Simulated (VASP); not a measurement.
Input of a VASP 6.6.1 run:

The input POSCAR:

```
MnS
1.0
    3.6833190000      0.0000000000      0.0000000000
    1.8416595000      3.1898478242      0.0000000000
    1.8416595000      1.0632826081      3.0074173700
Mn S
1 1
Direct
    0.0000000000      0.0000000000      0.0000000000
    0.5000000000      0.5000000000      0.5000000000
```

INCAR.step1

```
PREC = Accurate
ENCUT = 520
ISMEAR = -1
SIGMA = 0.1
LREAL = F
LASPH = T
NELM = 150
ISPIN = 2
MAGMOM = 2.8 0
LMAXMIX = 4
LDAU = T
LDAUTYPE = 2
LDAUL = 2 -1
LDAUU = 4 0
LDAUJ = 0 0
NBANDS = 20
GGA = PE
ALGO = Normal
EDIFF = 1E-4
LWAVE = T
LCHARG = F
```

The input INCAR.step2:

```
PREC = Accurate
ENCUT = 520
EDIFF = 1E-6
ISMEAR = -1
SIGMA = 0.1
LREAL = F
LASPH = T
NELM = 150
ALGO = Normal
ISIF = 2
LWAVE = F
LCHARG = F
ISPIN = 2
MAGMOM = 2.8 0
LORBIT = 11
LMAXMIX = 4
LDAU = T
LDAUTYPE = 2
LDAUL = 2 -1
LDAUU = 4 0
LDAUJ = 0 0
LDAUPRINT = 1
METAGGA = R2SCAN
LMIXTAU = T
NBANDS = 20
ISTART = 1
```

Contents of KPOINTS:

```
regular mesh
0
Gamma
  8 8 8
```

Potentials or basis: VASP PAW PBE potentials, release 64 (Mn_pv, S).

The run is started by

```bash
$ cat potpaw_PBE.64/Mn_pv/POTCAR potpaw_PBE.64/S/POTCAR > POTCAR
$ cp INCAR.step1 INCAR
$ mpirun -np 1 vasp_std > vasp.out
$ cp INCAR.step2 INCAR
$ mpirun -np 1 vasp_std > vasp.out
```

Task: Estimate the site moments.

Result: Mn +4.65; S +0.07 μB.

Task: Predict the net moment.

Result: 5.00 μB per cell.

Eigenvalues of the final occupation matrices:
| site | spin | trace | eigenvalues |
| --- | --- | --- | --- |
| site 1 d | 1 | 4.74 | 0.94 0.94 0.94 0.96 0.96 |
| site 1 d | 2 | 0.16 | 0.01 0.01 0.01 0.06 0.06 |

Caveat: a cell with one magnetic atom can't hold antiferromagnetic order, which such compounds often take. The state reached can hang on the start; a lower one may exist.
